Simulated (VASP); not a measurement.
# NiPt (P4/mmm) in VASP: notebook

Runs on NiPt. Level: LDA. Tasks: single point.

All numbers are computed with VASP 6.6.1; they aren't measurements. Logs are shortened: lines on timing, memory, paths and dates and some standing lists are left out, and cuts for length are marked.

**1. The cell of the first run**

It takes space group P4/mmm (No. 123, tetragonal). Conventional cell: a = 2.710 Å, b = 2.710 Å, c = 3.578 Å, α = 90.00°, β = 90.00°, γ = 90.00°. Ni (site symmetry 4/mmm) has 8 Pt at 2.62 Å and 6 Ni at 2.71 to 3.58 Å within 3.6 Å. Pt (site symmetry 4/mmm) has 8 Ni at 2.62 Å and 6 Pt at 2.71 to 3.58 Å within 3.6 Å.

**2. Single point, LDA, collinear spin, ferromagnetic start**

File INCAR:

```
ALGO = Normal ; EDIFF = 1E-6
ENCUT = 520 ; ISIF = 2
ISMEAR = -1 ; ISPIN = 2
LASPH = T ; LCHARG = F
LMAXMIX = 4 ; LORBIT = 11
LREAL = F ; LWAVE = F
MAGMOM = 0.49 0.25 ; NBANDS = 21
NELM = 150 ; NUPDOWN = 0.74
PREC = Accurate ; SIGMA = 0.1
```

File KPOINTS:

```
k-points
0
Gamma
  11 11 8
```

File POSCAR:

```
NiPt
1.0
    2.7099397941      0.0000000000      0.0000000000
    0.0000000000      2.7099397941      0.0000000000
    0.0000000000      0.0000000000      3.5783200000
Ni Pt
1 1
Direct
    0.5000000000      0.5000000000      0.5000000000
    0.0000000000      0.0000000000      0.0000000000
```

Potentials or basis: VASP PAW LDA potentials, release 64 (Ni, Pt).

The run is started by

```console
> cat potpaw_LDA.64/Ni/POTCAR potpaw_LDA.64/Pt/POTCAR > POTCAR
> mpirun -np 1 vasp_std > vasp.out
```

OUTCAR:

```text
EDIFF = 1E-6
   ENCUT = 520
   ISIF = 2
   ISMEAR = -1
   ISPIN = 2
   LASPH = T
   LORBIT = 11
   LREAL = F
   NELM = 150
   NUPDOWN = 0.74
   PREC = Accurate

 ion  position               nearest neighbor table
   1  0.500  0.500  0.500-   2 2.62   2 2.62   2 2.62   2 2.62   2 2.62   2 2.62   2 2.62   2 2.62

   2  0.000  0.000  0.000-   1 2.62   1 2.62   1 2.62   1 2.62   1 2.62   1 2.62   1 2.62   1 2.62

  LATTYP: Found a simple tetragonal cell.
 ALAT       =     2.7099397941
 C/A-ratio  =     1.3204426193

  Lattice vectors:

 A1 = (   2.7099397941,   0.0000000000,   0.0000000000)
 A2 = (   0.0000000000,   2.7099397941,   0.0000000000)
 A3 = (   0.0000000000,   0.0000000000,   3.5783200000)

Analysis of symmetry for initial positions (statically):
=====================================================================
 Subroutine PRICEL returns:
 Original cell was already a primitive cell.

 Routine SETGRP: Setting up the symmetry group for a
 simple tetragonal supercell.

 Subroutine GETGRP returns: Found 16 space group operations
 (whereof 16 operations were pure point group operations)
 out of a pool of 16 trial point group operations.

The static configuration has the point symmetry D_4h.

Analysis of symmetry for dynamics (positions and initial velocities):
=====================================================================
 Subroutine PRICEL returns:
 Original cell was already a primitive cell.

 Routine SETGRP: Setting up the symmetry group for a
 simple tetragonal supercell.

 Subroutine GETGRP returns: Found 16 space group operations
 (whereof 16 operations were pure point group operations)
 out of a pool of 16 trial point group operations.

The dynamic configuration has the point symmetry D_4h.

Analysis of structural, dynamic, and magnetic symmetry:
=====================================================================
 Subroutine PRICEL returns:
 Original cell was already a primitive cell.

 Routine SETGRP: Setting up the symmetry group for a
 simple tetragonal supercell.

 Subroutine GETGRP returns: Found 16 space group operations
 (whereof 16 operations were pure point group operations)
 out of a pool of 16 trial point group operations.

The overall configuration has the point symmetry D_4h.

 Subroutine INISYM returns: Found 16 space group operations
 (whereof 16 operations are pure point group operations),
 and found     1 'primitive' translations

----------------------------------------------------------------------------------------

                                     Primitive cell

  volume of cell :      26.2784

  direct lattice vectors                    reciprocal lattice vectors
     2.709939794  0.000000000  0.000000000     0.369011888  0.000000000  0.000000000
     0.000000000  2.709939794  0.000000000     0.000000000  0.369011888  0.000000000
     0.000000000  0.000000000  3.578320000     0.000000000  0.000000000  0.279460753

  length of vectors
     2.709939794  2.709939794  3.578320000     0.369011888  0.369011888  0.279460753

  position of ions in fractional coordinates (direct lattice)
     0.500000000  0.500000000  0.500000000
     0.000000000  0.000000000  0.000000000

  ion indices of the primitive-cell ions
   primitive index   ion index
                 1           1
                 2           2

----------------------------------------------------------------------------------------

 KPOINTS: k-points

Automatic generation of k-mesh.
 Grid dimensions read from file:
 generate k-points for:   11   11    8

 Generating k-lattice:

  Cartesian coordinates                     Fractional coordinates (reciprocal lattice)
     0.033546535  0.000000000  0.000000000     0.090909091  0.000000000  0.000000000
     0.000000000  0.033546535  0.000000000     0.000000000  0.090909091  0.000000000
     0.000000000  0.000000000  0.034932594     0.000000000  0.000000000  0.125000000

  Length of vectors
     0.033546535  0.033546535  0.034932594

  Shift w.r.t. Gamma in fractional coordinates (k-lattice)
     0.000000000  0.000000000  0.000000000

 Subroutine IBZKPT returns following result:
 ===========================================

 Found    105 irreducible k-points:

 Following reciprocal coordinates:
            Coordinates               Weight
  0.000000  0.000000  0.000000      1.000000
  0.090909  0.000000  0.000000      4.000000
  0.181818  0.000000  0.000000      4.000000
  0.272727  0.000000  0.000000      4.000000
  0.363636  0.000000  0.000000      4.000000
  0.454545  0.000000  0.000000      4.000000
[... 16 lines left out ...]
  0.090909  0.000000  0.125000      8.000000
  0.181818  0.000000  0.125000      8.000000
 [... further k-points ...]
   k-points           NKPTS =    105   k-points in BZ     NKDIM =    105   number of bands    NBANDS=     21
   number of dos      NEDOS =    301   number of ions     NIONS =      2
   total plane-waves  NPLWV =  11200
   dimension x,y,z NGX =    20 NGY =   20 NGZ =   28
   dimension x,y,z NGXF=    40 NGYF=   40 NGZF=   56
   ions per type =               1   1
   NGX,Y,Z   is equivalent  to a cutoff of  12.27, 12.27, 13.01 a.u.
   NGXF,Y,Z  is equivalent  to a cutoff of  24.54, 24.54, 26.02 a.u.
 SYSTEM =  unknown system
   PREC   = accura    normal or accurate (medium, high low for compatibility)
   ISTART =      0    job   : 0-new  1-cont  2-samecut
   ICHARG =      2    charge: 1-file 2-atom 10-const
   ISPIN  =      2    spin polarized calculation?
   LNONCOLLINEAR =      F non collinear calculations
   LSORBIT =      F    spin-orbit coupling
   LASPH  =      T    aspherical Exc in radial PAW
   ENCUT  =  520.0 eV  38.22 Ry    6.18 a.u.   5.04  5.04  6.65*2*pi/ulx,y,z
   NELM   =    150;   NELMIN=  2; NELMDL= -5     # of ELM steps
   EDIFF  = 0.1E-05   stopping-criterion for ELM
   LREAL  =      F    real-space projection
   EDIFFG = 0.1E-04   stopping-criterion for IOM
   NSW    =      0    number of steps for IOM
   IBRION =     -1    ionic relax: 0-MD 1-quasi-New 2-CG
   NFREE  =      0    steps in history (QN), initial steepest desc. (CG)
   ISIF   =      2    stress and relaxation
   ISYM   =      2    0-nonsym 1-usesym 2-fastsym
   POTIM  = 0.5000    time-step for ionic-motion
   TEBEG  =    0.0;   TEEND  =   0.0 temperature during run
   PSTRESS=    0.0 pullay stress
   NELECT =      20.0000    total number of electrons
   NUPDOWN=       0.7400    fix difference up-down
   EMIN   =  10.00;   EMAX   =-10.00  energy-range for DOS
   EFERMI =   0.00;   METHOD = LEGACY
   ISMEAR =    -1;   SIGMA  =   0.10  broadening in eV -4-tet -1-fermi 0-gaus
   EFERMI_NEDOS =   21; number of points for ismear=-14 and -15
   IALGO  =     38    algorithm
   IMIX   =      4    mixing-type and parameters
     AMIX     =   0.40;   BMIX     =  1.00
     AMIX_MAG =   1.60;   BMIX_MAG =  1.00
  volume/ion in A,a.u.               =      13.14        88.67
  Fermi-wavevector in a.u.,A,eV,Ry     =   1.494693  2.824560 30.396875  2.234107
  Thomas-Fermi vector in A             =   2.606933
   LORBIT       =     11    0 simple, 1 ext, 2 COOP (PROOUT), +10 PAW based schemes
   GGA     = CA    functional components
   LHFCALC =     F    Hartree Fock is set to
   AEXX    =    0.0000 exact exchange contribution
   IVDW    =     0    specifies the selected vdW correction
   LEPSILON=     F    determine dielectric tensor
   LRPA    =     F    only Hartree local field effects (RPA)
 spin polarized calculation
  energy-cutoff  :      520.00
  volume of cell :       26.28
 maximum number of plane-waves:       724
   NGX = 11   NGY = 11   NGZ = 13

 number of electron      20.0000010 magnetization       0.7400000

 Free energy of the ion-electron system (eV)
  ---------------------------------------------------
  ext. energy  EPLUGINS =         0.00000000
  ---------------------------------------------------
  free energy    TOTEN  =       -14.25172898 eV

  energy without entropy =      -14.13959857  energy(sigma->0) =      -14.19566378

 E-fermi :  10.0231     XC(G=0): -13.5763

 val. band max:       10.0515014182   @ k =   0.3636   0.0000   0.5000
 cond. band min:      10.0255713064   @ k =   0.3636   0.1818   0.0000
 fundamental gap:     -0.0259301118
 Fermi energy:        10.0600570309

 spin component 1

 k-point     1 :       0.0000    0.0000    0.0000
  band No.  band energies     occupation
      1       0.3868      1.00000
      2       3.9836      1.00000
      3       4.0587      1.00000
      4       7.0500      1.00000
      5       7.0500      1.00000
      6       7.9450      1.00000
[... 13 lines left out ...]
     20      32.2018      0.00000
     21      34.0955      0.00000
[... 529 lines left out ...]
 k-point    24 :       0.1818    0.0000    0.1250
  band No.  band energies     occupation
      1       1.4067      1.00000
      2       4.3700      1.00000
      3       4.8123      1.00000
      4       6.6350      1.00000
      5       7.2776      1.00000
      6       8.0412      1.00000
[... 13 lines left out ...]
     20      34.3756      0.00000
     21      34.4884      0.00000

 [... further k-points ...]

 spin component 2

 k-point     1 :       0.0000    0.0000    0.0000
  band No.  band energies     occupation
      1       0.4319      1.00000
      2       4.1132      1.00000
      3       4.1849      1.00000
      4       7.3528      1.00000
      5       7.3528      1.00000
      6       8.3346      1.00000
[... 13 lines left out ...]
     20      32.2371      0.00000
     21      34.1432      0.00000
[... 529 lines left out ...]
 k-point    24 :       0.1818    0.0000    0.1250
  band No.  band energies     occupation
      1       1.4537      1.00000
      2       4.4958      1.00000
      3       4.9437      1.00000
      4       6.8442      1.00000
      5       7.5801      1.00000
      6       8.4297      1.00000
[... 13 lines left out ...]
     20      34.4428      0.00000
     21      34.5677      0.00000

 [... further k-points ...]

------------------------ aborting loop because EDIFF is reached ----------------------------------------

  FORCE on cell =-STRESS in cart. coord.  units (eV):
  Direction    XX          YY          ZZ          XY          YZ          ZX
  --------------------------------------------------------------------------------------
  -------------------------------------------------------------------------------------
  Total       -2.0244463     -2.0244463     -1.8023087      0.0000000      0.0000000     -0.0000000
  in kB     -123.4293359   -123.4293359   -109.8857282      0.0000000      0.0000000     -0.0000000
  external PRESSURE =    -118.9148000 kB  Pullay stress =       0.0000000 kB

 VOLUME and BASIS-vectors are now :
 -----------------------------------------------------------------------------
  energy-cutoff  :      520.00
  volume of cell :       26.28
      direct lattice vectors                 reciprocal lattice vectors
     2.709939794  0.000000000  0.000000000     0.369011888  0.000000000  0.000000000
     0.000000000  2.709939794  0.000000000     0.000000000  0.369011888  0.000000000
     0.000000000  0.000000000  3.578320000     0.000000000  0.000000000  0.279460753

 POSITION                                       TOTAL-FORCE (eV/Angst)
 -----------------------------------------------------------------------------------
      1.35497      1.35497      1.78916         0.000000      0.000000      0.000000
      0.00000      0.00000      0.00000         0.000000      0.000000      0.000000
 -----------------------------------------------------------------------------------
    total drift:                               -0.000000      0.000000      0.000000

  FREE ENERGIE OF THE ION-ELECTRON SYSTEM (eV)
  ---------------------------------------------------
  free  energy   TOTEN  =       -14.2517289760 eV

  energy  without entropy=      -14.1395985746  energy(sigma->0) =      -14.19566378

 total charge

# of ion       s       p       d       tot
------------------------------------------
    1        0.440   0.464   8.334   9.238
    2        0.700   0.632   8.043   9.376
--------------------------------------------------
tot          1.140   1.096  16.377  18.613

 magnetization (x)

# of ion       s       p       d       tot
------------------------------------------
    1       -0.001  -0.003   0.516   0.512
    2       -0.003  -0.011   0.242   0.228
--------------------------------------------------
tot         -0.004  -0.015   0.758   0.739
```

Run time: 35 s. Hardware: 1 thread of Intel Xeon 6975P-C (Granite Rapids), shared host; peak memory 0.2 GiB.

Results:

* Free energy: -14.2517 eV
* Pressure: -11.9 GPa
* Net moment: 0.74 μB per cell
* Site moments: Ni +0.51; Pt +0.23 μB
* Valence electrons inside the program's atomic spheres: Ni 9.24; Pt 9.38

Caveat: the cell stands under tension; spin-orbit coupling is left out, which moves the levels of the heavy elements; the total moment is fixed, so each spin has its own Fermi level and the state may be an excited one.

**3. Single point, LDA, collinear spin, ferromagnetic start**

File INCAR:

```
PREC = Accurate
ENCUT = 520
EDIFF = 1E-6
ISMEAR = -1
SIGMA = 0.1
LREAL = F
LASPH = T
NELM = 150
ALGO = Normal
ISIF = 2
LWAVE = F
LCHARG = F
ISPIN = 2
MAGMOM = 0.55 0.28
LORBIT = 11
NUPDOWN = 0.83
LMAXMIX = 4
GGA = CA
NBANDS = 21
```

File KPOINTS:

```
regular mesh
0
Gamma
  11 11 8
```

POSCAR is that of step 2.

Potentials or basis: VASP PAW LDA potentials, release 64 (Ni, Pt).

The run is started by

```console
> cat potpaw_LDA.64/Ni/POTCAR potpaw_LDA.64/Pt/POTCAR > POTCAR
> mpirun -np 1 vasp_std > vasp.out
```

Run time: 36 s. Hardware: 1 thread of Intel Xeon 6975P-C (Granite Rapids), shared host; peak memory 0.19 GiB.

The run converged. Its results:

* Free energy: -14.2496 eV
* Pressure: -11.7 GPa
* Net moment: 0.83 μB per cell
* Site moments: Ni +0.57; Pt +0.26 μB
* Valence electrons inside the program's atomic spheres: Ni 9.24; Pt 9.38

Stress tensor (GPa, compression positive):
```
-12.17   0.00   0.00
  0.00 -12.17   0.00
  0.00   0.00 -10.73
```

Caveat: the cell stands under tension; spin-orbit coupling is left out, which moves the levels of the heavy elements; the total moment is fixed, so each spin has its own Fermi level and the state may be an excited one.
